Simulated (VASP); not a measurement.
Here is a VASP 6.6.1 calculation.

Contents of INCAR:

```
  ALGO = Normal
  EDIFF = 1E-6
  ENCUT = 910
  GGA = PS
  GGA_COMPAT = F
  ISIF = 2
  ISMEAR = 0
  LASPH = T
  LCHARG = T
  LELF = T
  LREAL = F
  LVHAR = T
  LWAVE = F
  NBANDS = 16
  NELM = 120
  PREC = Accurate
  SIGMA = 0.02
```

File KPOINTS:

```
k-points
0
Gamma
  9 9 6
```

Contents of POSCAR:

```
C
1.0
    2.5049743428      0.0000000000      0.0000000000
   -1.2524871714      2.1693714167      0.0000000000
    0.0000000000      0.0000000000      4.1189829197
C
4
Direct
    0.3333333333      0.6666666667     -0.0002906146
    0.6666666667      0.3333333333      0.4997093854
    0.3333333333      0.6666666667      0.3742906146
    0.6666666667      0.3333333333      0.8742906146
```

Potentials or basis: VASP PAW PBE potentials, release 64 (C_h).

The run is started by

```sh
$ cat potpaw_PBE.64/C_h/POTCAR > POTCAR
$ mpirun -np 1 vasp_std > vasp.out
```

(1) Predict the band gap on the k mesh.

(2) Predict the pressure.

Answers

(1) 3.05 eV, indirect (least direct gap 4.78 eV).

(2) 2.5 GPa.

Caveat: the cell differs from its parent crystal (strained cell); the cutoff is under 1.25 times the usual one of these potentials, so pressure, stress and relaxed cells hold a basis-set (Pulay) error; the PAW data sets were made with another functional, which shifts forces and pressure a little.
